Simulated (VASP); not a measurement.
# PbS in VASP: further runs

PbS is run at these levels: PBE; tasks: single point.

Everything below comes from runs of VASP 6.6.1. Logs are shortened: lines on timing, memory, paths and dates and some standing lists are left out, and cuts for length are marked.

## Step 1: The cell of the first run

The structure is cubic, space group Fm-3m (No. 225). The conventional cell has a = 5.974 Å, b = 5.974 Å, c = 5.974 Å, α = 90.00°, β = 90.00°, γ = 90.00°. Within 3.9 Å of Pb (site symmetry m-3m) lie 6 S at 2.99 Å. Within 3.9 Å of S (site symmetry m-3m) lie 6 Pb at 2.99 Å.

## Step 2: Single point, PBE

File INCAR:

```
PREC = Accurate
ENCUT = 520
EDIFF = 1E-6
ISMEAR = 0
SIGMA = 0.01
LREAL = F
LASPH = T
NELM = 100
ALGO = Normal
ISIF = 2
LWAVE = F
LCHARG = F
GGA = PE
NBANDS = 17
```

File KPOINTS:

```
Automatic mesh
0
Gamma
  4 4 4
```

File POSCAR:

```
PbS
1.0
    0.0000000000      2.9872326717      2.9872326717
    2.9872326717      0.0000000000      2.9872326717
    2.9872326717      2.9872326717      0.0000000000
Pb S
1 1
Direct
    0.0000000000      0.0000000000      0.0000000000
    0.5000000000      0.5000000000      0.5000000000
```

Potentials or basis: VASP PAW PBE potentials, release 64 (Pb_d, S).

Command:

```bash
> cat potpaw_PBE.64/Pb_d/POTCAR potpaw_PBE.64/S/POTCAR > POTCAR
> mpirun -np 1 vasp_std > vasp.out
```

OUTCAR:

```text
PREC = Accurate
   ENCUT = 520
   EDIFF = 1E-6
   ISMEAR = 0
   LREAL = F
   LASPH = T
   NELM = 100
   ISIF = 2
   GGA = PE

 ion  position               nearest neighbor table
   1  0.000  0.000  0.000-   2 2.99   2 2.99   2 2.99   2 2.99   2 2.99   2 2.99
   2  0.500  0.500  0.500-   1 2.99   1 2.99   1 2.99   1 2.99   1 2.99   1 2.99

  LATTYP: Found a face centered cubic cell.
 ALAT       =     5.9744653434

  Lattice vectors:

 A1 = (   0.0000000000,   2.9872326717,   2.9872326717)
 A2 = (   2.9872326717,   0.0000000000,   2.9872326717)
 A3 = (   2.9872326717,   2.9872326717,   0.0000000000)

Analysis of symmetry for initial positions (statically):
=====================================================================
 Subroutine PRICEL returns:
 Original cell was already a primitive cell.

 Routine SETGRP: Setting up the symmetry group for a
 face centered cubic supercell.

 Subroutine GETGRP returns: Found 48 space group operations
 (whereof 48 operations were pure point group operations)
 out of a pool of 48 trial point group operations.

The static configuration has the point symmetry O_h .

Analysis of symmetry for dynamics (positions and initial velocities):
=====================================================================
 Subroutine PRICEL returns:
 Original cell was already a primitive cell.

 Routine SETGRP: Setting up the symmetry group for a
 face centered cubic supercell.

 Subroutine GETGRP returns: Found 48 space group operations
 (whereof 48 operations were pure point group operations)
 out of a pool of 48 trial point group operations.

The dynamic configuration has the point symmetry O_h .

 Subroutine INISYM returns: Found 48 space group operations
 (whereof 48 operations are pure point group operations),
 and found     1 'primitive' translations

----------------------------------------------------------------------------------------

                                     Primitive cell

  volume of cell :      53.3135

  direct lattice vectors                    reciprocal lattice vectors
     0.000000000  2.987232672  2.987232672    -0.167378994  0.167378994  0.167378994
     2.987232672  0.000000000  2.987232672     0.167378994 -0.167378994  0.167378994
     2.987232672  2.987232672  0.000000000     0.167378994  0.167378994 -0.167378994

  length of vectors
     4.224584958  4.224584958  4.224584958     0.289908922  0.289908922  0.289908922

  position of ions in fractional coordinates (direct lattice)
     0.000000000  0.000000000  0.000000000
     0.500000000  0.500000000  0.500000000

  ion indices of the primitive-cell ions
   primitive index   ion index
                 1           1
                 2           2

----------------------------------------------------------------------------------------

 KPOINTS: Automatic mesh

Automatic generation of k-mesh.
 Grid dimensions read from file:
 generate k-points for:    4    4    4

 Generating k-lattice:

  Cartesian coordinates                     Fractional coordinates (reciprocal lattice)
    -0.041844749  0.041844749  0.041844749     0.250000000  0.000000000  0.000000000
     0.041844749 -0.041844749  0.041844749     0.000000000  0.250000000  0.000000000
     0.041844749  0.041844749 -0.041844749     0.000000000  0.000000000  0.250000000

  Length of vectors
     0.072477231  0.072477231  0.072477231

  Shift w.r.t. Gamma in fractional coordinates (k-lattice)
     0.000000000  0.000000000  0.000000000

 Subroutine IBZKPT returns following result:
 ===========================================

 Found      8 irreducible k-points:

 Following reciprocal coordinates:
            Coordinates               Weight
  0.000000  0.000000  0.000000      1.000000
  0.250000  0.000000  0.000000      8.000000
  0.500000  0.000000  0.000000      4.000000
  0.250000  0.250000  0.000000      6.000000
  0.500000  0.250000  0.000000     24.000000
 -0.250000  0.250000  0.000000     12.000000
  0.500000  0.500000  0.000000      3.000000
 -0.250000  0.500000  0.250000      6.000000
   k-points           NKPTS =      8   k-points in BZ     NKDIM =      8   number of bands    NBANDS=     17
   number of dos      NEDOS =    301   number of ions     NIONS =      2
   total plane-waves  NPLWV =  32768
   dimension x,y,z NGX =    32 NGY =   32 NGZ =   32
   dimension x,y,z NGXF=    64 NGYF=   64 NGZF=   64
   ions per type =               1   1
   NGX,Y,Z   is equivalent  to a cutoff of  12.59, 12.59, 12.59 a.u.
   NGXF,Y,Z  is equivalent  to a cutoff of  25.19, 25.19, 25.19 a.u.
 SYSTEM =  unknown system
   PREC   = accura    normal or accurate (medium, high low for compatibility)
   ISTART =      0    job   : 0-new  1-cont  2-samecut
   ICHARG =      2    charge: 1-file 2-atom 10-const
   ISPIN  =      1    spin polarized calculation?
   LNONCOLLINEAR =      F non collinear calculations
   LSORBIT =      F    spin-orbit coupling
   LASPH  =      T    aspherical Exc in radial PAW
   ENCUT  =  520.0 eV  38.22 Ry    6.18 a.u.   7.85  7.85  7.85*2*pi/ulx,y,z
   NELM   =    100;   NELMIN=  2; NELMDL= -5     # of ELM steps
   EDIFF  = 0.1E-05   stopping-criterion for ELM
   LREAL  =      F    real-space projection
   EDIFFG = 0.1E-04   stopping-criterion for IOM
   NSW    =      0    number of steps for IOM
   IBRION =     -1    ionic relax: 0-MD 1-quasi-New 2-CG
   NFREE  =      0    steps in history (QN), initial steepest desc. (CG)
   ISIF   =      2    stress and relaxation
   ISYM   =      2    0-nonsym 1-usesym 2-fastsym
   POTIM  = 0.5000    time-step for ionic-motion
   TEBEG  =    0.0;   TEEND  =   0.0 temperature during run
   PSTRESS=    0.0 pullay stress
   NELECT =      20.0000    total number of electrons
   NUPDOWN=      -1.0000    fix difference up-down
   EMIN   =  10.00;   EMAX   =-10.00  energy-range for DOS
   EFERMI =   0.00;   METHOD = LEGACY
   ISMEAR =     0;   SIGMA  =   0.01  broadening in eV -4-tet -1-fermi 0-gaus
   EFERMI_NEDOS =   21; number of points for ismear=-14 and -15
   IALGO  =     38    algorithm
   IMIX   =      4    mixing-type and parameters
     AMIX     =   0.40;   BMIX     =  1.00
     AMIX_MAG =   1.60;   BMIX_MAG =  1.00
  volume/ion in A,a.u.               =      26.66       179.89
  Fermi-wavevector in a.u.,A,eV,Ry     =   1.180699  2.231197 18.967196  1.394050
  Thomas-Fermi vector in A             =   2.316986
   LORBIT       =      0    0 simple, 1 ext, 2 COOP (PROOUT), +10 PAW based schemes
   GGA     = PE    functional components
   LHFCALC =     F    Hartree Fock is set to
   AEXX    =    0.0000 exact exchange contribution
   IVDW    =     0    specifies the selected vdW correction
   LEPSILON=     F    determine dielectric tensor
   LRPA    =     F    only Hartree local field effects (RPA)
 non-spin polarized calculation
 Gauss-broadening in eV      SIGMA  =   0.01
  energy-cutoff  :      520.00
  volume of cell :       53.31
 maximum number of plane-waves:      1459
   NGX = 15   NGY = 15   NGZ = 15

 number of electron      20.0000001 magnetization

 Free energy of the ion-electron system (eV)
  ---------------------------------------------------
  ext. energy  EPLUGINS =         0.00000000
  ---------------------------------------------------
  free energy    TOTEN  =        -8.75388871 eV

  energy without entropy =       -8.75388871  energy(sigma->0) =       -8.75388871

 E-fermi :   5.6042     XC(G=0):  -9.5826

 val. band max:        5.5163742298   @ k =   0.5000   0.0000   0.0000
 cond. band min:       5.9571834797   @ k =   0.5000   0.0000   0.0000
 fundamental gap:      0.4408092498
 Fermi energy:         5.6042091849

 k-point     1 :       0.0000    0.0000    0.0000
  band No.  band energies     occupation
      1     -11.2501      2.00000
      2     -11.2501      2.00000
      3     -11.2501      2.00000
      4     -11.2333      2.00000
      5     -11.2333      2.00000
      6      -7.8646      2.00000
[... 9 lines left out ...]
     16      12.3248      0.00000
     17      14.2525      0.00000

 k-point     2 :       0.2500    0.0000    0.0000
  band No.  band energies     occupation
      1     -11.2517      2.00000
      2     -11.2517      2.00000
      3     -11.2479      2.00000
      4     -11.2245      2.00000
      5     -11.2245      2.00000
      6      -7.3801      2.00000
[... 9 lines left out ...]
     16      13.5281      0.00000
     17      17.3405      0.00000

 k-point     3 :       0.5000    0.0000    0.0000
  band No.  band energies     occupation
      1     -11.2644      2.00000
      2     -11.2644      2.00000
      3     -11.2466      2.00000
      4     -11.2045      2.00000
      5     -11.2045      2.00000
      6      -6.6760      2.00000
[... 9 lines left out ...]
     16      15.6973      0.00000
     17      16.0408      0.00000

 k-point     4 :       0.2500    0.2500    0.0000
  band No.  band energies     occupation
      1     -11.2853      2.00000
      2     -11.2616      2.00000
      3     -11.2227      2.00000
      4     -11.2227      2.00000
      5     -11.2214      2.00000
      6      -7.2014      2.00000
[... 9 lines left out ...]
     16      15.5196      0.00000
     17      15.5865      0.00000

 k-point     5 :       0.5000    0.2500    0.0000
  band No.  band energies     occupation
      1     -11.3130      2.00000
      2     -11.2510      2.00000
      3     -11.2354      2.00000
      4     -11.2143      2.00000
      5     -11.2011      2.00000
      6      -6.4950      2.00000
[... 9 lines left out ...]
     16      16.3148      0.00000
     17      16.9382      0.00000

 k-point     6 :      -0.2500    0.2500    0.0000
  band No.  band energies     occupation
      1     -11.2772      2.00000
      2     -11.2480      2.00000
      3     -11.2367      2.00000
      4     -11.2206      2.00000
      5     -11.2204      2.00000
      6      -6.7411      2.00000
[... 9 lines left out ...]
     16      15.3682      0.00000
     17      16.2207      0.00000

 k-point     7 :       0.5000    0.5000    0.0000
  band No.  band energies     occupation
      1     -11.3710      2.00000
      2     -11.2732      2.00000
      3     -11.2095      2.00000
      4     -11.1940      2.00000
      5     -11.1940      2.00000
      6      -6.2812      2.00000
[... 9 lines left out ...]
     16      17.8167      0.00000
     17      17.8169      0.00000

 k-point     8 :      -0.2500    0.5000    0.2500
  band No.  band energies     occupation
      1     -11.3312      2.00000
      2     -11.2347      2.00000
      3     -11.2347      2.00000
      4     -11.2316      2.00000
      5     -11.1940      2.00000
      6      -6.2409      2.00000
[... 9 lines left out ...]
     16      17.4679      0.00000
     17      17.8093      0.00000

------------------------ aborting loop because EDIFF is reached ----------------------------------------

  FORCE on cell =-STRESS in cart. coord.  units (eV):
  Direction    XX          YY          ZZ          XY          YZ          ZX
  --------------------------------------------------------------------------------------
  -------------------------------------------------------------------------------------
  Total        0.3152315      0.3152315      0.3152315      0.0000000     -0.0000000     -0.0000000
  in kB        9.4733370      9.4733370      9.4733370      0.0000000     -0.0000000     -0.0000000
  external PRESSURE =       9.4733370 kB  Pullay stress =       0.0000000 kB

 VOLUME and BASIS-vectors are now :
 -----------------------------------------------------------------------------
  energy-cutoff  :      520.00
  volume of cell :       53.31
      direct lattice vectors                 reciprocal lattice vectors
     0.000000000  2.987232672  2.987232672    -0.167378994  0.167378994  0.167378994
     2.987232672  0.000000000  2.987232672     0.167378994 -0.167378994  0.167378994
     2.987232672  2.987232672  0.000000000     0.167378994  0.167378994 -0.167378994

 POSITION                                       TOTAL-FORCE (eV/Angst)
 -----------------------------------------------------------------------------------
      0.00000      0.00000      0.00000         0.000000      0.000000     -0.000000
      2.98723      2.98723      2.98723        -0.000000     -0.000000      0.000000
 -----------------------------------------------------------------------------------
    total drift:                                0.000000     -0.000000     -0.000000

  FREE ENERGIE OF THE ION-ELECTRON SYSTEM (eV)
  ---------------------------------------------------
  free  energy   TOTEN  =        -8.7538887149 eV

  energy  without entropy=       -8.7538887149  energy(sigma->0) =       -8.75388871
```

Wall time 6.8 s (1 thread of Intel Xeon Platinum 8259CL at 2.50GHz (Skylake/Cascade Lake), shared host); peak memory 0.17 GiB.

Results:

```yaml
Free_energy: -8.7539 eV
Pressure: 0.9 GPa
Band_gap_on_the_k_mesh: 0.44 eV, direct
```

Levels at points of the mesh, in eV from the valence-band top:
| k point | band 6 | band 7 | band 8 | band 9 | band 10 | band 11 | band 12 | band 13 | band 14 | band 15 |
| --- | --- | --- | --- | --- | --- | --- | --- | --- | --- | --- |
| (0.00, 0.00, 0.00) | -13.38 | -6.05 | -2.04 | -2.04 | -2.04 | 5.17 | 5.17 | 5.17 | 6.81 | 6.81 |
| (0.50, 0.00, 0.00) | -12.19 | -8.70 | -1.67 | -1.67 | 0.00 | 0.44 | 2.03 | 2.03 | 8.65 | 10.18 |
| (0.50, 0.50, 0.00) | -11.80 | -7.15 | -4.99 | -3.28 | -3.28 | 3.98 | 5.53 | 5.62 | 5.62 | 11.18 |

Caveat: the k points lie up to 0.46 Å⁻¹ apart; spin-orbit coupling is left out, which moves the levels of the heavy elements. A k mesh can miss the band edges.

## Step 3: Single point, PBE (uniaxial x strain +5.0%)

File INCAR:

```
PREC = Accurate
ENCUT = 520
EDIFF = 1E-7
ISMEAR = 0
SIGMA = 0.01
LREAL = False
LASPH = True
NELM = 100
ALGO = Normal
ISIF = 2
LWAVE = False
LCHARG = False
GGA = PE
NBANDS = 17
```

File KPOINTS:

```
regular mesh
0
Gamma
  4 4 4
```

File POSCAR:

```
PbS
1.0
    0.0000000000      2.9872326717      2.9872326717
    3.1365943053      0.0000000000      2.9872326717
    3.1365943053      2.9872326717      0.0000000000
Pb S
1 1
Direct
    0.0000000000      0.0000000000      0.0000000000
    0.5000000000      0.5000000000      0.5000000000
```

Potentials or basis: VASP PAW PBE potentials, release 64 (Pb_d, S).

Command:

```bash
> cat potpaw_PBE.64/Pb_d/POTCAR potpaw_PBE.64/S/POTCAR > POTCAR
> mpirun -np 1 vasp_std > vasp.out
```

OUTCAR:

```text
PREC = Accurate
   ENCUT = 520
   EDIFF = 1E-7
   ISMEAR = 0
   LREAL = False
   LASPH = True
   NELM = 100
   ISIF = 2
   GGA = PE

 ion  position               nearest neighbor table
   1  0.000  0.000  0.000-   2 2.99   2 2.99   2 2.99   2 2.99   2 3.14   2 3.14
   2  0.500  0.500  0.500-   1 2.99   1 2.99   1 2.99   1 2.99   1 3.14   1 3.14

  LATTYP: Found a body centered tetragonal cell.
 ALAT       =     4.2245849583
 C/A-ratio  =     1.4849242405

[... 434 lines left out ...]

------------------------ aborting loop because EDIFF is reached ----------------------------------------

  FORCE on cell =-STRESS in cart. coord.  units (eV):
  Direction    XX          YY          ZZ          XY          YZ          ZX
  --------------------------------------------------------------------------------------
  -------------------------------------------------------------------------------------
  Total       -1.4582591      0.0798668      0.0798668      0.0000000      0.0000000      0.0000000
  in kB      -41.7367697      2.2858630      2.2858630      0.0000000      0.0000000      0.0000000
  external PRESSURE =     -12.3883479 kB  Pullay stress =       0.0000000 kB

 VOLUME and BASIS-vectors are now :
 -----------------------------------------------------------------------------
  energy-cutoff  :      520.00
  volume of cell :       55.98
      direct lattice vectors                 reciprocal lattice vectors
     0.000000000  2.987232672  2.987232672    -0.159408566  0.167378994  0.167378994
     3.136594305  0.000000000  2.987232672     0.159408566 -0.167378994  0.167378994
     3.136594305  2.987232672  0.000000000     0.159408566  0.167378994 -0.167378994

 POSITION                                       TOTAL-FORCE (eV/Angst)
 -----------------------------------------------------------------------------------
      0.00000      0.00000      0.00000         0.000000      0.000000      0.000000
      3.13659      2.98723      2.98723        -0.000000      0.000000      0.000000
 -----------------------------------------------------------------------------------
    total drift:                                0.000000     -0.000000     -0.000000

  FREE ENERGIE OF THE ION-ELECTRON SYSTEM (eV)
  ---------------------------------------------------
  free  energy   TOTEN  =        -8.7233171713 eV

  energy  without entropy=       -8.7233171713  energy(sigma->0) =       -8.72331717
```

OSZICAR:

```text
N       E                     dE             d eps       ncg     rms          rms(c)
DAV:   1     0.164765998676E+03    0.16477E+03   -0.97581E+03   442   0.123E+03
DAV:   2     0.403320241946E+01   -0.16073E+03   -0.15446E+03   467   0.327E+02
DAV:   3    -0.888569237353E+01   -0.12919E+02   -0.12817E+02   572   0.943E+01
DAV:   4    -0.926643136438E+01   -0.38074E+00   -0.38045E+00   547   0.168E+01
DAV:   5    -0.927987662857E+01   -0.13445E-01   -0.13444E-01   666   0.305E+00    0.421E+00
DAV:   6    -0.871845981711E+01    0.56142E+00   -0.17251E+00   697   0.811E+00    0.298E+00
DAV:   7    -0.872012501759E+01   -0.16652E-02   -0.14588E-01   572   0.186E+00    0.179E+00
DAV:   8    -0.872374510214E+01   -0.36201E-02   -0.19484E-02   524   0.143E+00    0.391E-01
DAV:   9    -0.872304409727E+01    0.70100E-03   -0.42959E-03   706   0.509E-01    0.113E-01
DAV:  10    -0.872331695342E+01   -0.27286E-03   -0.46508E-04   506   0.121E-01    0.919E-02
DAV:  11    -0.872331583780E+01    0.11156E-05   -0.66790E-05   632   0.881E-02    0.145E-02
DAV:  12    -0.872331722230E+01   -0.13845E-05   -0.41905E-06   559   0.195E-02    0.414E-03
DAV:  13    -0.872331717129E+01    0.51013E-07   -0.17380E-07   592   0.456E-03
   1 F= -.87233172E+01 E0= -.87233172E+01  d E =-.188476E-20
```

Wall time 9.8 s (1 thread of Intel Xeon Platinum 8259CL at 2.50GHz (Skylake/Cascade Lake), shared host); peak memory 0.17 GiB.

What came out:

```yaml
Free_energy: -8.7233 eV
Pressure: -1.2 GPa
Band_gap_on_the_k_mesh: 0.55 eV, direct
```

Levels at points of the mesh, in eV from the valence-band top:
```tsv
k point	band 7	band 8	band 9	band 10	band 11	band 12	band 13	band 14
(0.00, 0.00, 0.00)	-6.12	-1.94	-1.94	-1.58	4.40	5.38	5.38	6.74
(0.50, 0.00, 0.00)	-8.46	-1.52	-1.43	0.00	0.55	2.02	2.26	8.58
(0.50, 0.50, 0.00)	-7.15	-4.63	-3.24	-2.77	4.13	4.89	5.55	5.85
(0.00, 0.50, 0.50)	-6.93	-4.53	-2.92	-2.92	4.31	5.00	5.64	5.64
```

Caveat: the k points lie up to 0.45 Å⁻¹ apart; the cell differs from its parent crystal (uniaxial x strain +5.0%); spin-orbit coupling is left out, which moves the levels of the heavy elements. A k mesh can miss the band edges.
